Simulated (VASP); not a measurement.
# Zn3SeS2 (P3m1) in VASP: single point with PBE

Aim: the single point of Zn3SeS2 with PBE.

All numbers are computed with VASP 6.6.1; they aren't measurements. Logs are shortened: lines on timing, memory, paths and dates and some standing lists are left out, and cuts for length are marked.

### 1 The cell of the first run

It takes space group P3m1 (No. 156, trigonal). The conventional cell has a = 3.917 Å, b = 3.917 Å, c = 9.600 Å, α = 90.00°, β = 90.00°, γ = 120.00°. Within 3.1 Å of Zn (site symmetry 3m) lie 3 S at 2.38 Å and 1 Se at 2.48 Å. Zn (site symmetry 3m) has 4 S at 2.36 to 2.38 Å within 3.1 Å. Zn (site symmetry 3m) has 1 S at 2.35 Å and 3 Se at 2.44 Å within 3.1 Å. Se (site symmetry 3m) has 4 Zn at 2.44 to 2.48 Å within 3.2 Å. S (site symmetry 3m) has 4 Zn at 2.36 to 2.38 Å within 3.1 Å. S (site symmetry 3m) has 4 Zn at 2.35 to 2.38 Å within 3.1 Å.

### 2 Single point, PBE

The input, INCAR:

```
SYSTEM = Zn3SeS2
PREC = Accurate
ENCUT = 520
EDIFF = 1E-7
ISMEAR = 0
SIGMA = 0.02
LREAL = .FALSE.
LASPH = .TRUE.
NELM = 80
ALGO = Normal
ISIF = 2
LWAVE = .FALSE.
LCHARG = .FALSE.
GGA = PE
NBANDS = 36
```

The input, KPOINTS:

```
regular mesh
0
G
  12 12 4
  0 0 0
```

The input, POSCAR:

```
Zn3SeS2
1.0
    3.9172797046      0.0000000000      0.0000000000
   -1.9586398523      3.3924637379      0.0000000000
    0.0000000000      0.0000000000      9.5996214182
Zn Se S
3 1 2
Direct
    0.0000000000      0.0000000000      0.0095914769
    0.6666666667      0.3333333333      0.3334867038
    0.3333333333      0.6666666667      0.6565061407
    0.0000000000      0.0000000000      0.7514401533
    0.6666666667      0.3333333333      0.0874182464
    0.3333333333      0.6666666667      0.4115572789
```

Potentials or basis: VASP PAW PBE potentials, release 64 (Zn, Se, S).

Run with:

```console
> cat potpaw_PBE.64/Zn/POTCAR potpaw_PBE.64/Se/POTCAR potpaw_PBE.64/S/POTCAR > POTCAR
> mpirun -np 1 vasp_std > vasp.out
```

OUTCAR:

```text
SYSTEM = Zn3SeS2
   PREC = Accurate
   ENCUT = 520
   EDIFF = 1E-7
   ISMEAR = 0
   LREAL = .FALSE.
   LASPH = .TRUE.
   NELM = 80
   ISIF = 2
   GGA = PE

 ion  position               nearest neighbor table
   1  0.000  0.000  0.010-   5 2.38   5 2.38   5 2.38   4 2.48
   2  0.667  0.333  0.333-   5 2.36   6 2.38   6 2.38   6 2.38
   3  0.333  0.667  0.657-   6 2.35   4 2.44   4 2.44   4 2.44
   4  0.000  0.000  0.751-   3 2.44   3 2.44   3 2.44   1 2.48
   5  0.667  0.333  0.087-   2 2.36   1 2.38   1 2.38   1 2.38
   6  0.333  0.667  0.412-   3 2.35   2 2.38   2 2.38   2 2.38

  LATTYP: Found a hexagonal cell.
 ALAT       =     3.9172797046
 C/A-ratio  =     2.4505836045

  Lattice vectors:

 A1 = (   3.9172797046,   0.0000000000,   0.0000000000)
 A2 = (  -1.9586398523,   3.3924637379,   0.0000000000)
 A3 = (   0.0000000000,   0.0000000000,   9.5996214182)

Analysis of symmetry for initial positions (statically):
=====================================================================
 Subroutine PRICEL returns:
 Original cell was already a primitive cell.

 Routine SETGRP: Setting up the symmetry group for a
 hexagonal supercell.

 Subroutine GETGRP returns: Found  6 space group operations
 (whereof  6 operations were pure point group operations)
 out of a pool of 24 trial point group operations.

The static configuration has the point symmetry C_3v.

Analysis of symmetry for dynamics (positions and initial velocities):
=====================================================================
 Subroutine PRICEL returns:
 Original cell was already a primitive cell.

 Routine SETGRP: Setting up the symmetry group for a
 hexagonal supercell.

 Subroutine GETGRP returns: Found  6 space group operations
 (whereof  6 operations were pure point group operations)
 out of a pool of 24 trial point group operations.

The dynamic configuration has the point symmetry C_3v.

 Subroutine INISYM returns: Found  6 space group operations
 (whereof  6 operations are pure point group operations),
 and found     1 'primitive' translations

----------------------------------------------------------------------------------------

                                     Primitive cell

  volume of cell :     127.5716

  direct lattice vectors                    reciprocal lattice vectors
     3.917279705  0.000000000  0.000000000     0.255279193  0.147385511  0.000000000
    -1.958639852  3.392463738  0.000000000     0.000000000  0.294771021  0.000000000
     0.000000000  0.000000000  9.599621418     0.000000000  0.000000000  0.104170775

  length of vectors
     3.917279705  3.917279705  9.599621418     0.294771021  0.294771021  0.104170775

  position of ions in fractional coordinates (direct lattice)
     0.000000000  0.000000000  0.009591477
     0.666666667  0.333333333  0.333486704
     0.333333333  0.666666667  0.656506141
     0.000000000  0.000000000  0.751440153
     0.666666667  0.333333333  0.087418246
     0.333333333  0.666666667  0.411557279

  ion indices of the primitive-cell ions
   primitive index   ion index
                 1           1
                 2           2
                 3           3
                 4           4
                 5           5
                 6           6

----------------------------------------------------------------------------------------

 KPOINTS: regular mesh

Automatic generation of k-mesh.
 Grid dimensions read from file:
 generate k-points for:   12   12    4

 Generating k-lattice:

  Cartesian coordinates                     Fractional coordinates (reciprocal lattice)
     0.021273266  0.012282126  0.000000000     0.083333333  0.000000000  0.000000000
     0.000000000  0.024564252  0.000000000     0.000000000  0.083333333  0.000000000
     0.000000000  0.000000000  0.026042694     0.000000000  0.000000000  0.250000000

  Length of vectors
     0.024564252  0.024564252  0.026042694

  Shift w.r.t. Gamma in fractional coordinates (k-lattice)
     0.000000000  0.000000000  0.000000000

 Subroutine IBZKPT returns following result:
 ===========================================

 Found     69 irreducible k-points:

 Following reciprocal coordinates:
            Coordinates               Weight
  0.000000  0.000000  0.000000      1.000000
  0.083333  0.000000  0.000000      6.000000
  0.166667  0.000000  0.000000      6.000000
  0.250000  0.000000  0.000000      6.000000
  0.333333 -0.000000  0.000000      6.000000
  0.416667  0.000000  0.000000      6.000000
[... 16 lines left out ...]
  0.166667  0.000000  0.250000      6.000000
  0.000000  0.166667  0.250000      6.000000
 [... further k-points ...]
   k-points           NKPTS =     69   k-points in BZ     NKDIM =     69   number of bands    NBANDS=     36
   number of dos      NEDOS =    301   number of ions     NIONS =      6
   total plane-waves  NPLWV =  64800
   dimension x,y,z NGX =    30 NGY =   30 NGZ =   72
   dimension x,y,z NGXF=    60 NGYF=   60 NGZF=  144
   ions per type =               3   1   2
   NGX,Y,Z   is equivalent  to a cutoff of  12.73, 12.73, 12.47 a.u.
   NGXF,Y,Z  is equivalent  to a cutoff of  25.46, 25.46, 24.94 a.u.
 SYSTEM =  Zn3SeS2
   PREC   = accura    normal or accurate (medium, high low for compatibility)
   ISTART =      0    job   : 0-new  1-cont  2-samecut
   ICHARG =      2    charge: 1-file 2-atom 10-const
   ISPIN  =      1    spin polarized calculation?
   LNONCOLLINEAR =      F non collinear calculations
   LSORBIT =      F    spin-orbit coupling
   LASPH  =      T    aspherical Exc in radial PAW
   ENCUT  =  520.0 eV  38.22 Ry    6.18 a.u.   7.28  7.28 17.85*2*pi/ulx,y,z
   NELM   =     80;   NELMIN=  2; NELMDL= -5     # of ELM steps
   EDIFF  = 0.1E-06   stopping-criterion for ELM
   LREAL  =      F    real-space projection
   EDIFFG = 0.1E-05   stopping-criterion for IOM
   NSW    =      0    number of steps for IOM
   IBRION =     -1    ionic relax: 0-MD 1-quasi-New 2-CG
   NFREE  =      0    steps in history (QN), initial steepest desc. (CG)
   ISIF   =      2    stress and relaxation
   ISYM   =      2    0-nonsym 1-usesym 2-fastsym
   POTIM  = 0.5000    time-step for ionic-motion
   TEBEG  =    0.0;   TEEND  =   0.0 temperature during run
   PSTRESS=    0.0 pullay stress
   NELECT =      54.0000    total number of electrons
   NUPDOWN=      -1.0000    fix difference up-down
   EMIN   =  10.00;   EMAX   =-10.00  energy-range for DOS
   EFERMI =   0.00;   METHOD = LEGACY
   ISMEAR =     0;   SIGMA  =   0.02  broadening in eV -4-tet -1-fermi 0-gaus
   EFERMI_NEDOS =   21; number of points for ismear=-14 and -15
   IALGO  =     38    algorithm
   IMIX   =      4    mixing-type and parameters
     AMIX     =   0.40;   BMIX     =  1.00
     AMIX_MAG =   1.60;   BMIX_MAG =  1.00
  volume/ion in A,a.u.               =      21.26       143.48
  Fermi-wavevector in a.u.,A,eV,Ry     =   1.229197  2.322845 20.557382  1.510925
  Thomas-Fermi vector in A             =   2.364093
   LORBIT       =      0    0 simple, 1 ext, 2 COOP (PROOUT), +10 PAW based schemes
   GGA     = PE    functional components
   LHFCALC =     F    Hartree Fock is set to
   AEXX    =    0.0000 exact exchange contribution
   IVDW    =     0    specifies the selected vdW correction
   LEPSILON=     F    determine dielectric tensor
   LRPA    =     F    only Hartree local field effects (RPA)
 non-spin polarized calculation
 Gauss-broadening in eV      SIGMA  =   0.02
  energy-cutoff  :      520.00
  volume of cell :      127.57
 maximum number of plane-waves:      3492
 NGX is ok and might be reduce to    30
   NGX = 15   NGY = 15   NGZ = 35

 number of electron      53.9999954 magnetization

 Free energy of the ion-electron system (eV)
  ---------------------------------------------------
  ext. energy  EPLUGINS =         0.00000000
  ---------------------------------------------------
  free energy    TOTEN  =       -19.67007556 eV

  energy without entropy =      -19.67007556  energy(sigma->0) =      -19.67007556

 E-fermi :   2.0872     XC(G=0):  -9.4042

 val. band max:        1.9391032560   @ k =   0.0000   0.0000   0.0000
 cond. band min:       3.3728537390   @ k =   0.0000   0.0000   0.0000
 fundamental gap:      1.4337504830
 Fermi energy:         2.0872159381

 k-point     1 :       0.0000    0.0000    0.0000
  band No.  band energies     occupation
      1     -11.3082      2.00000
      2     -10.7110      2.00000
      3     -10.7062      2.00000
      4      -4.6602      2.00000
      5      -4.6602      2.00000
      6      -4.6392      2.00000
[... 28 lines left out ...]
     35       8.4104      0.00000
     36       8.7126      0.00000

 k-point     2 :       0.0833    0.0000    0.0000
  band No.  band energies     occupation
      1     -11.2656      2.00000
      2     -10.6806      2.00000
      3     -10.6762      2.00000
      4      -4.6606      2.00000
      5      -4.6507      2.00000
      6      -4.6319      2.00000
[... 28 lines left out ...]
     35       8.4486      0.00000
     36       8.5473      0.00000

 k-point     3 :       0.1667    0.0000    0.0000
  band No.  band energies     occupation
      1     -11.1439      2.00000
      2     -10.6022      2.00000
      3     -10.5877      2.00000
      4      -4.6580      2.00000
      5      -4.6249      2.00000
      6      -4.6108      2.00000
[... 28 lines left out ...]
     35       8.4134      0.00000
     36       8.8828      0.00000

 k-point     4 :       0.2500    0.0000    0.0000
  band No.  band energies     occupation
      1     -10.9616      2.00000
      2     -10.4985      2.00000
      3     -10.4594      2.00000
      4      -4.6461      2.00000
      5      -4.5906      2.00000
      6      -4.5906      2.00000
[... 28 lines left out ...]
     35       8.7933      0.00000
     36       8.8053      0.00000

 k-point     5 :       0.3333   -0.0000    0.0000
  band No.  band energies     occupation
      1     -10.7512      2.00000
      2     -10.4050      2.00000
      3     -10.3234      2.00000
      4      -4.6329      2.00000
      5      -4.5842      2.00000
      6      -4.5577      2.00000
[... 655 lines left out ...]
 k-point    22 :       0.0000    0.0833    0.2500
  band No.  band energies     occupation
      1     -11.2191      2.00000
      2     -10.8879      2.00000
      3     -10.5122      2.00000
      4      -4.6616      2.00000
      5      -4.6456      2.00000
      6      -4.6354      2.00000
[... 28 lines left out ...]
     35       8.2812      0.00000
     36       8.4643      0.00000

 k-point    23 :       0.1667    0.0000    0.2500
  band No.  band energies     occupation
      1     -11.1021      2.00000
      2     -10.7844      2.00000
      3     -10.4450      2.00000
      4      -4.6578      2.00000
      5      -4.6250      2.00000
      6      -4.6248      2.00000
[... 28 lines left out ...]
     35       8.4332      0.00000
     36       9.0615      0.00000

 k-point    24 :       0.0000    0.1667    0.2500
  band No.  band energies     occupation
      1     -11.0989      2.00000
      2     -10.7923      2.00000
      3     -10.4400      2.00000
      4      -4.6665      2.00000
      5      -4.6184      2.00000
      6      -4.6097      2.00000
[... 28 lines left out ...]
     35       8.6562      0.00000
     36       8.8270      0.00000

 [... further k-points ...]

------------------------ aborting loop because EDIFF is reached ----------------------------------------

  FORCE on cell =-STRESS in cart. coord.  units (eV):
  Direction    XX          YY          ZZ          XY          YZ          ZX
  --------------------------------------------------------------------------------------
  -------------------------------------------------------------------------------------
  Total        0.1267477      0.1267477      0.1593071      0.0000000     -0.0000000      0.0000000
  in kB        1.5918299      1.5918299      2.0007448      0.0000000     -0.0000000      0.0000000
  external PRESSURE =       1.7281349 kB  Pullay stress =       0.0000000 kB

 VOLUME and BASIS-vectors are now :
 -----------------------------------------------------------------------------
  energy-cutoff  :      520.00
  volume of cell :      127.57
      direct lattice vectors                 reciprocal lattice vectors
     3.917279705  0.000000000  0.000000000     0.255279193  0.147385511  0.000000000
    -1.958639852  3.392463738  0.000000000     0.000000000  0.294771021  0.000000000
     0.000000000  0.000000000  9.599621418     0.000000000  0.000000000  0.104170775

 POSITION                                       TOTAL-FORCE (eV/Angst)
 -----------------------------------------------------------------------------------
      0.00000      0.00000      0.09207         0.000000     -0.000000      0.009338
      1.95864      1.13082      3.20135        -0.000000      0.000000     -0.005037
     -0.00000      2.26164      6.30221         0.000000      0.000000     -0.008478
      0.00000      0.00000      7.21354        -0.000000     -0.000000      0.003615
      1.95864      1.13082      0.83918         0.000000     -0.000000     -0.000209
     -0.00000      2.26164      3.95079        -0.000000     -0.000000      0.000771
 -----------------------------------------------------------------------------------
    total drift:                                0.000000      0.000001     -0.001295

  FREE ENERGIE OF THE ION-ELECTRON SYSTEM (eV)
  ---------------------------------------------------
  free  energy   TOTEN  =       -19.6700755567 eV

  energy  without entropy=      -19.6700755567  energy(sigma->0) =      -19.67007556
```

It took 7.5 min on 1 thread of Intel Xeon Platinum 8259CL at 2.50GHz (Skylake/Cascade Lake), shared host; peak memory 0.43 GiB.

Results:

```yaml
Free_energy: -19.6701 eV
Pressure: 0.2 GPa
Largest_force: 0.009 eV/Å
Band_gap_on_the_k_mesh: 1.43 eV, direct
```

Forces on the atoms (eV/Å):
```
Zn   0.000  0.000  0.009
Zn   0.000  0.000 -0.005
Zn   0.000  0.000 -0.008
Se   0.000  0.000  0.004
S    0.000  0.000  0.000
S    0.000  0.000  0.001
```

Levels at points of the mesh, in eV from the valence-band top:
| k point | band 23 | band 24 | band 25 | band 26 | band 27 | band 28 | band 29 | band 30 | band 31 | band 32 |
| --- | --- | --- | --- | --- | --- | --- | --- | --- | --- | --- |
| (0.00, 0.00, 0.00) | -0.85 | -0.85 | -0.28 | 0.00 | 0.00 | 1.43 | 2.69 | 3.11 | 5.94 | 5.94 |
| (0.50, 0.00, 0.00) | -2.40 | -2.12 | -1.90 | -1.65 | -1.13 | 3.05 | 3.57 | 3.68 | 3.88 | 5.74 |
| (0.00, 0.00, 0.50) | -1.22 | -0.74 | -0.74 | -0.06 | -0.06 | 2.50 | 2.53 | 3.01 | 5.74 | 6.17 |
| (0.50, 0.00, 0.50) | -2.66 | -2.30 | -1.95 | -1.07 | -0.95 | 2.74 | 3.45 | 3.73 | 4.54 | 4.75 |

A k mesh can miss the band edges. PBE gaps usually lie below the measured ones, often by a third to a half.
